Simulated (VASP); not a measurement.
YHg, 4 atoms in the cell. The structure is cubic, space group Pm-3m (No. 221). Conventional cell: a = 3.680 Å, b = 3.680 Å, c = 3.680 Å, α = 90.00°, β = 90.00°, γ = 90.00°. Y (site symmetry m-3m) has 8 Hg at 3.19 Å and 6 Y at 3.68 Å within 4.2 Å. Within 4.2 Å of Hg (site symmetry m-3m) lie 8 Y at 3.19 Å and 6 Hg at 3.68 Å. 

| Item | Value |
| --- | --- |
| Program | VASP 6.6.1 |
| Task | single point |
| Functional | r2SCAN |
| Potentials or basis | VASP PAW PBE potentials, release 64 (Y_sv, Hg) |
| Cutoff | 550 eV |
| k mesh | 2 × 4 × 4 |
| Occupations | fermi-dirac, width 0.1 eV |
| Spin | no spin polarisation |
| Dipole correction | no |
| Further INCAR settings | ALGO = Normal; EDIFF = 1e-06; NBANDS = 31 |

Potentials or basis: VASP PAW PBE potentials, release 64 (Y_sv, Hg).

Run with:

```sh
$ cat potpaw_PBE.64/Y_sv/POTCAR potpaw_PBE.64/Hg/POTCAR > POTCAR
$ cp INCAR.step1 INCAR
$ mpirun -np 1 vasp_std > vasp.out
$ cp INCAR.step2 INCAR
$ mpirun -np 1 vasp_std > vasp.out
```

Hardware: 1 thread of Intel(R) Xeon(R) Platinum 8559C (Emerald Rapids), with other jobs on the host.

Task: Estimate the wall time of this run.

Result: Wall time 2.1 min on 1 thread of Intel(R) Xeon(R) Platinum 8559C (Emerald Rapids), with other jobs on the host, peak memory 0.24 GiB. Counts: k points 12.
